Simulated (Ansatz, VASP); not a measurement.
Ta2N in VASP and in Ansatz

The input INCAR:

```
ALGO = Normal ; EDIFF = 1E-6
ENCUT = 520 ; GGA = PE
ISIF = 2 ; ISMEAR = 0
LASPH = True ; LCHARG = False
LREAL = False ; LWAVE = False
NBANDS = 36 ; NELM = 80
PREC = Accurate ; SIGMA = 0.15
```

The input KPOINTS:

```
k-points
0
Gamma
  17 17 5
```

File POSCAR:

```
Ta2N
1.0
   -3.1011400595      0.0000000000      0.0000000000
   -1.5505700297     -2.6856660722      0.0000000000
    0.0000000000      0.0000000000     11.2637800776
Ta N
4 2
Direct
    0.6666666667      0.6666666667      0.1061454885
    0.6666666667      0.6666666667      0.5395603817
    0.3333333333      0.3333333333      0.7606842978
    0.3333333333      0.3333333333      0.3272694046
    0.0000000000      0.0000000000      0.6501223397
    0.0000000000      0.0000000000      0.2167074466
```

Input for Ansatz:

```yaml
crystal:
  lattice:
    - [-3.1011400595, 0.0, 0.0]
    - [-1.5505700297, -2.6856660722, 0.0]
    - [0.0, 0.0, 11.2637800776]
  atoms:
    - { symbol: Ta, position: [0.6666666667, 0.6666666667, 0.1061454885] }
    - { symbol: Ta, position: [0.6666666667, 0.6666666667, 0.5395603817] }
    - { symbol: Ta, position: [0.3333333333, 0.3333333333, 0.7606842978] }
    - { symbol: Ta, position: [0.3333333333, 0.3333333333, 0.3272694046] }
    - { symbol: "N", position: [0.0, 0.0, 0.6501223397] }
    - { symbol: "N", position: [0.0, 0.0, 0.2167074466] }
basis:
  ecutwfc: 420
kpoints:
  mp_grid: { grid: [17, 17, 5] }
hamiltonian:
  xc: pbe
scf:
  occupations: { method: gaussian, width: 0.15 }
output:
  forces: true
  stress: true
  eigenvalues: true
```

Alike in both runs: task single point; functional PBE; k mesh 17 × 17 × 5; occupations gaussian, width 0.15 eV; no spin polarisation.

|  | VASP | Ansatz |
| --- | --- | --- |
| version | VASP 6.6.1 | Ansatz 0.2.0 |
| potentials or method | VASP PAW PBE potentials, release 64 (Ta_pv, N), cutoff 520 eV | scalar-relativistic, plane waves, PAW |
| valence electrons in the cell | 54 | 62 |

VASP gave:

| Property | Result |
| --- | --- |
| gap on the k mesh at the Fermi level (eV) | none |
| pressure (GPa) | -6.9 |
| traceless stress, the component that is largest in VASP (GPa) | -3.29 |
| rms of the force components (eV/Å) | 0.294 |

Problem. Estimate Ansatz's values.

Solution. gap on the k mesh at the Fermi level (eV): none; pressure (GPa): -7.2; traceless stress, the component that is largest in VASP (GPa): -3.25; rms of the force components (eV/Å): 0.285.

Atom by atom the forces differ by 0.018 eV/Å (rms over components). A gap of «none» marks a metal or a gap that the smearing closes. With one functional, cell and mesh, what is left measures potentials, basis and numerics. VASP's potentials hold 54 valence electrons a cell and Ansatz's 62, so a difference there can come from the potentials and not from the codes.

Spin-orbit coupling is off throughout.
